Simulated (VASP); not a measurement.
# SiNi2 (P6_3/mmc) in VASP: a series of runs, part 2 of 2

VASP 6.6.1.

## Step 4: Relaxation of shape and atoms at fixed volume, PBEsol (10.94 Å³/atom)

Input file INCAR:

```
PREC     = Accurate       # precision mode
ENCUT    = 600            # plane-wave cutoff, eV
EDIFF    = 1E-6           # SCF threshold, eV
ISMEAR   = 0              # smearing method
SIGMA    = 0.1            # smearing width, eV
LREAL    = F              # projectors in reciprocal space
LASPH    = T              # aspherical terms in the spheres
NELM     = 100            # most SCF steps
ALGO     = Fast           # electronic algorithm
ISIF     = 4              # what is computed and relaxed
LWAVE    = F              # write WAVECAR
LCHARG   = F              # write CHGCAR
GGA      = PS             # functional
IBRION   = 2              # ionic algorithm
NSW      = 50             # ionic steps
EDIFFG   = -0.01          # ionic threshold
```

Input file KPOINTS:

```
regular mesh
0
Gamma
  12 12 8
```

Input file POSCAR:

```
SiNi2
1.0
    3.9067677451      0.0000000000      0.0000000000
   -1.9533838726      3.3833601140      0.0000000000
    0.0000000000      0.0000000000      4.9656713891
Si Ni
2 4
Direct
    0.3333333333      0.6666666667      0.7500000000
    0.6666666667      0.3333333333      0.2500000000
    0.0000000000      0.0000000000      0.0000000000
    0.0000000000      0.0000000000      0.5000000000
    0.3333333333      0.6666666667      0.2500000000
    0.6666666667      0.3333333333      0.7500000000
```

Potentials or basis: VASP PAW PBE potentials, release 64 (Si, Ni).

Started as:

```bash
$ cat potpaw_PBE.64/Si/POTCAR potpaw_PBE.64/Ni/POTCAR > POTCAR
$ mpirun -np 1 vasp_std > vasp.out
```

OUTCAR:

```text
PREC = Accurate
   ENCUT = 600
   EDIFF = 1E-6
   ISMEAR = 0
   LREAL = F
   LASPH = T
   NELM = 100
   ISIF = 4
   GGA = PS
   IBRION = 2
   NSW = 50
   EDIFFG = -0.01

 ion  position               nearest neighbor table
   1  0.333  0.667  0.750-   6 2.26   6 2.26   6 2.26   5 2.48   5 2.48   3 2.57   4 2.57   4 2.57
                             3 2.57   4 2.57   3 2.57
   2  0.667  0.333  0.250-   5 2.26   5 2.26   5 2.26   6 2.48   6 2.48   3 2.57   4 2.57   3 2.57
                             4 2.57   3 2.57   4 2.57
   3  0.000  0.000  0.000-   4 2.48   4 2.48   1 2.57   5 2.57   6 2.57   2 2.57   2 2.57   6 2.57
                             1 2.57   5 2.57   2 2.57   6 2.57   1 2.57   5 2.57
   4  0.000  0.000  0.500-   3 2.48   3 2.48   1 2.57   5 2.57   6 2.57   2 2.57   2 2.57   6 2.57
                             1 2.57   5 2.57   2 2.57   6 2.57   1 2.57   5 2.57
   5  0.333  0.667  0.250-   2 2.26   2 2.26   2 2.26   1 2.48   1 2.48   3 2.57   4 2.57   4 2.57
                             3 2.57   4 2.57   3 2.57
   6  0.667  0.333  0.750-   1 2.26   1 2.26   1 2.26   2 2.48   2 2.48   3 2.57   4 2.57   3 2.57
                             4 2.57   3 2.57   4 2.57

  LATTYP: Found a hexagonal cell.
 ALAT       =     3.9067677451
[... 251 lines left out ...]

 k-point     1 :       0.0000    0.0000    0.0000
  band No.  band energies     occupation
      1      -1.6035      2.00000
      2       2.7801      2.00000
      3       4.5348      2.00000
      4       5.9270      2.00000
      5       5.9270      2.00000
      6       7.0533      2.00000
[... 733 lines left out ...]
     27      13.5734      0.00000
     28      14.1053      0.00000

 [... further k-points ...]

------------------------ aborting loop because EDIFF is reached ----------------------------------------

  FORCE on cell =-STRESS in cart. coord.  units (eV):
  Direction    XX          YY          ZZ          XY          YZ          ZX
  --------------------------------------------------------------------------------------
  -------------------------------------------------------------------------------------
  Total       -2.4772649     -2.4772649     -2.4177686      0.0000000      0.0000000     -0.0000000
  in kB      -60.4698970    -60.4698970    -59.0175963      0.0000000      0.0000000     -0.0000000
  external PRESSURE =     -59.9857968 kB  Pullay stress =       0.0000000 kB

 VOLUME and BASIS-vectors are now :
 -----------------------------------------------------------------------------
  energy-cutoff  :      600.00
  volume of cell :       65.64
      direct lattice vectors                 reciprocal lattice vectors
     3.903535076  0.000000000 -0.000000000     0.256178049  0.147904466 -0.000000000
    -1.951767538  3.380560540 -0.000000000    -0.000000000  0.295808931  0.000000000
     0.000000000 -0.000000000  4.973899327     0.000000000  0.000000000  0.201049505

 POSITION                                       TOTAL-FORCE (eV/Angst)
 -----------------------------------------------------------------------------------
     -0.00000      2.25371      3.73042         0.000000      0.000000      0.000000
      1.95177      1.12685      1.24347         0.000000     -0.000000      0.000000
      3.90354      0.00000     -0.00000        -0.000000     -0.000000      0.000000
      3.90354      0.00000      2.48695        -0.000000     -0.000000      0.000000
     -0.00000      2.25371      1.24347        -0.000000     -0.000000      0.000000
      1.95177      1.12685      3.73042        -0.000000      0.000000     -0.000000
 -----------------------------------------------------------------------------------
    total drift:                                0.000000     -0.000000      0.000000

  FREE ENERGIE OF THE ION-ELECTRON SYSTEM (eV)
  ---------------------------------------------------
  free  energy   TOTEN  =       -39.5238382793 eV

  energy  without entropy=      -39.5059267097  energy(sigma->0) =      -39.51488249

 reached required accuracy - stopping structural energy minimisation
```

It took 8.4 min on 1 thread of Oxide Virtual Turin-like, shared host; peak memory 0.29 GiB.

Results:

```
Free energy               : -39.5238 eV
Energy gained by relaxing : 0.0 meV/atom
Ionic steps               : 2
Pressure after relaxing   : -6.0 GPa
Band gap on the k mesh    : zero (bands 24 and 25 overlap by 3.25 eV)
```

The path:
| step | energy change (eV) | largest force (eV/Å) | pressure (GPa) | volume (Å³) |
| --- | --- | --- | --- | --- |
| 1 | 0.0000 | 0.0000 | -6.24 | 65.64 |
| 2 | -0.0003 | 0.0000 | -6.00 | 65.64 |

Final structure:
```yaml
crystal:
  lattice:
    - [3.90354, 0.00000, 0.00000]
    - [-1.95177, 3.38056, 0.00000]
    - [0.00000, 0.00000, 4.97390]
  atoms:
    - { symbol: Si, position: [0.33333, 0.66667, 0.75000] }
    - { symbol: Si, position: [0.66667, 0.33333, 0.25000] }
    - { symbol: Ni, position: [0.00000, 0.00000, 0.00000] }
    - { symbol: Ni, position: [0.00000, 0.00000, 0.50000] }
    - { symbol: Ni, position: [0.33333, 0.66667, 0.25000] }
    - { symbol: Ni, position: [0.66667, 0.33333, 0.75000] }
```

Levels at points of the mesh, in eV from the Fermi level:
```csv
k point,band 20,band 21,band 22,band 23,band 24,band 25,band 26,band 27,band 28
"(0.00, 0.00, 0.00)",-1.25,-0.62,-0.62,0.12,2.63,2.73,2.73,2.81,2.81
"(0.50, 0.00, 0.00)",-1.47,-1.32,-1.20,-1.00,-0.68,-0.55,1.11,1.81,2.92
"(0.00, 0.00, 0.50)",-1.23,-1.23,-1.23,2.09,2.09,3.25,3.25,3.25,3.25
"(0.50, 0.00, 0.50)",-1.66,-1.25,-1.25,-0.90,-0.90,0.94,0.94,2.84,2.84
```

Caveat: the PAW data sets were made with another functional, which shifts forces and pressure a little. Spin polarisation is off, so any magnetic state and its effect on volume and gap are missing.

## Step 5: Relaxation of shape and atoms at fixed volume, PBEsol (11.26 Å³/atom)

This run uses another cell than the first one, of 11.26 Å³/atom.

Input file INCAR:

```
SYSTEM = SiNi2
  ALGO = Fast
  EDIFF = 1E-6
  EDIFFG = -0.01
  ENCUT = 600
  GGA = PS
  IBRION = 2
  ISIF = 4
  ISMEAR = 0
  LASPH = .True.
  LCHARG = .False.
  LREAL = .False.
  LWAVE = .False.
  NELM = 80
  NSW = 50
  PREC = Accurate
  SIGMA = 0.1
```

Input file KPOINTS:

```
k-points
0
Gamma
  12 12 8
  0 0 0
```

POSCAR: that of step 4 with these lines changed.

```diff
@@ -2,5 +2,5 @@
 1.0
-    3.9067677451      0.0000000000      0.0000000000
-   -1.9533838726      3.3833601140      0.0000000000
-    0.0000000000      0.0000000000      4.9656713891
+    3.9392255466      0.0000000000      0.0000000000
+   -1.9696127733      3.4114693946      0.0000000000
+    0.0000000000      0.0000000000      5.0264354315
 Si Ni
```

Started as:

```bash
$ cat potpaw_PBE.64/Si/POTCAR potpaw_PBE.64/Ni/POTCAR > POTCAR
$ mpirun -np 1 vasp_std > vasp.out
```

Wall time 6.9 min (1 thread of Oxide Virtual Turin-like, shared host); peak memory 0.29 GiB.

It converged, with:

```yaml
Free_energy: -39.4199 eV
Energy_gained_by_relaxing: 0.1 meV/atom
Ionic_steps: 2
Pressure_after_relaxing: -11.2 GPa
Band_gap_on_the_k_mesh: zero (bands 24 and 25 overlap by 3.13 eV)
```

Stress tensor (GPa, compression positive):
```
-11.29   0.00   0.00
  0.00 -11.29   0.00
  0.00   0.00 -11.09
```

The path:
| step | energy change (eV) | largest force (eV/Å) | pressure (GPa) | volume (Å³) |
| --- | --- | --- | --- | --- |
| 1 | 0.0000 | 0.0000 | -11.48 | 67.55 |
| 2 | -0.0003 | 0.0000 | -11.22 | 67.55 |

Final structure:
```cif
data_structure
_symmetry_space_group_name_H-M 'P 1'
_symmetry_Int_Tables_number 1
_cell_length_a 3.9359
_cell_length_b 3.9359
_cell_length_c 5.0351
_cell_angle_alpha 90.000
_cell_angle_beta 90.000
_cell_angle_gamma 120.000
_cell_volume 67.55
loop_
_atom_site_label
_atom_site_type_symbol
_atom_site_fract_x
_atom_site_fract_y
_atom_site_fract_z
_atom_site_occupancy
Si1 Si 0.33333 0.66667 0.75000 1
Si2 Si 0.66667 0.33333 0.25000 1
Ni1 Ni 0.00000 0.00000 0.00000 1
Ni2 Ni 0.00000 0.00000 0.50000 1
Ni3 Ni 0.33333 0.66667 0.25000 1
Ni4 Ni 0.66667 0.33333 0.75000 1
```

Levels at points of the mesh, in eV from the Fermi level:
| k point | band 22 | band 23 | band 24 | band 25 | band 26 | band 27 |
| --- | --- | --- | --- | --- | --- | --- |
| (0.00, 0.00, 0.00) | -0.60 | 0.10 | 2.53 | 2.72 | 2.72 | 2.74 |
| (0.50, 0.00, 0.00) | -1.15 | -0.96 | -0.66 | -0.54 | 1.01 | 1.76 |
| (0.00, 0.00, 0.50) | -1.18 | 1.96 | 1.96 | 3.18 | 3.18 | 3.18 |
| (0.50, 0.00, 0.50) | -1.20 | -0.87 | -0.87 | 0.91 | 0.91 | 2.75 |

Caveat: the PAW data sets were made with another functional, which shifts forces and pressure a little. Spin polarisation is off, so any magnetic state and its effect on volume and gap are missing.

## Step 6: Overview

```csv
cell,gap on the mesh (eV),pressure (GPa)
"relaxed from a = 3.907, b = 3.907, c = 4.966 Å, angles 90.0, 90.0, 120.0°, 6 atoms",none,-6.0
"relaxed from a = 3.982, b = 3.982, c = 5.104 Å, angles 90.0, 90.0, 120.0°, 6 atoms",none,-16.9
"relaxed from a = 3.939, b = 3.939, c = 5.026 Å, angles 90.0, 90.0, 120.0°, 6 atoms",none,-11.2
```

Alike in all rows: task relaxation of shape and atoms at fixed volume; level PBEsol; potentials or basis VASP PAW PBE potentials, release 64 (Si, Ni); no spin polarisation; k mesh 12 × 12 × 8; cutoff (eV) 600; smearing gaussian 0.1 eV.

Caveats: the PAW data sets were made with another functional, which shifts forces and pressure a little.

Absolute energies hang on the potentials; compare differences alone.
